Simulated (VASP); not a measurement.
Set up this calculation in VASP 6.6.1, as the native input.

| Property | Result |
| --- | --- |
| Task | single point |
| Functional | PBE |
| Potentials or basis | VASP PAW PBE potentials, release 64 (K_sv, Br) |
| Cutoff | 520 eV |
| k mesh | 6 × 6 × 6 |
| Occupations | gaussian, width 0.05 eV |
| Spin | no spin polarisation |
| Dipole correction | no |
| Further INCAR settings | ALGO = Normal; EDIFF = 1e-06; NBANDS = 15 |

The structure of KBr lies in POSCAR:

```
KBr
1.0
    0.0617343750      3.2925000000      3.2925000000
    3.3542343750      0.0000000000      3.3542343750
    3.2925000000      3.2925000000      0.0617343750
K Br
1 1
Direct
    0.0000000000      0.0000000000      0.0000000000
    0.5000000000      0.5000000000      0.5000000000
```

This cell differs from its parent crystal: strain +0.0375 x Voigt [0, 0, 0, 0, 1, 0].

The input as run:

INCAR

```
SYSTEM = KBr
ALGO = Normal
EDIFF = 1E-6
ENCUT = 520
GGA = PE
ISIF = 2
ISMEAR = 0
LASPH = .TRUE.
LCHARG = .FALSE.
LREAL = .FALSE.
LWAVE = .FALSE.
NBANDS = 15
NELM = 100
PREC = Accurate
SIGMA = 0.05
```

KPOINTS

```
k-points
0
G
  6 6 6
  0 0 0
```

Potentials or basis: VASP PAW PBE potentials, release 64 (K_sv, Br).

The run is started by

```sh
$ cat potpaw_PBE.64/K_sv/POTCAR potpaw_PBE.64/Br/POTCAR > POTCAR
$ mpirun -np 1 vasp_std > vasp.out
```

Results of the run:

The pressure is 0.9 GPa and the band gap on the k mesh is 4.41 eV, direct.

Caveat: the cell differs from its parent crystal (strain +0.0375 x Voigt [0, 0, 0, 0, 1, 0]).

Run time: 17 s on 1 thread of Intel(R) Xeon(R) 6975P-C (Granite Rapids) (shared host), peak memory 0.23 GiB.
